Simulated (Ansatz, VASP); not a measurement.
**C: VASP beside Ansatz**

File INCAR:

```
PREC = Accurate
ENCUT = 600
EDIFF = 1E-6
ISMEAR = 0
SIGMA = 0.1
LREAL = False
LASPH = True
NELM = 80
ALGO = Normal
ISIF = 3
LWAVE = False
LCHARG = False
GGA = PS
IBRION = 2
NSW = 100
EDIFFG = -0.01
```

The input KPOINTS:

```
regular mesh
0
Gamma
  30 30 30
```

File POSCAR:

```
C
1.0
    0.0000000000      1.5303291895      1.5303291895
    1.5303291895      0.0000000000      1.5303291895
    1.5303291895      1.5303291895      0.0000000000
C
1
Direct
    0.0000000000      0.0000000000      0.0000000000
```

Input for Ansatz:

```yaml
crystal:
  lattice:
    - [0.0, 1.5303291895, 1.5303291895]
    - [1.5303291895, 0.0, 1.5303291895]
    - [1.5303291895, 1.5303291895, 0.0]
  atoms:
    - { symbol: C, position: [0.0, 0.0, 0.0] }
basis:
  ecutwfc: 420
kpoints:
  mp_grid: { grid: [30, 30, 30] }
hamiltonian:
  xc: pbesol
scf:
  occupations: { method: gaussian, width: 0.1 }
output:
  forces: true
  stress: true
  eigenvalues: true
relax:
  adjacent_minimum: "off"
  f_tol: 0.01
  max_steps: 80
  cell: { stress_tol: 0.05 }
```

Alike in both runs: task relaxation of cell and atoms; functional PBEsol; k mesh 30 × 30 × 30; occupations gaussian, width 0.1 eV; no spin polarisation.

|  | VASP | Ansatz |
| --- | --- | --- |
| version | VASP 6.6.1 | Ansatz 0.2.0 |
| potentials or method | VASP PAW PBE potentials, release 64 (C), cutoff 600 eV | scalar-relativistic, plane waves, PAW |
| valence electrons in the cell | 4 | 4 |

Ansatz gave:

```
gap on the k mesh at the Fermi level, each at its own relaxed structure (eV) : none
relaxed volume (Å³/atom)                                                     : 6.99
relaxed cell length with the largest relative difference (Å)                 : 2.146
```

**Question.** What did VASP give for the same quantities?

**Answer.** gap on the k mesh at the Fermi level, each at its own relaxed structure (eV): none; relaxed volume (Å³/atom): 6.98; relaxed cell length with the largest relative difference (Å): 2.145.

VASP's potentials were made for PBE, not for PBEsol. A gap of «none» marks a metal or a gap that the smearing closes.
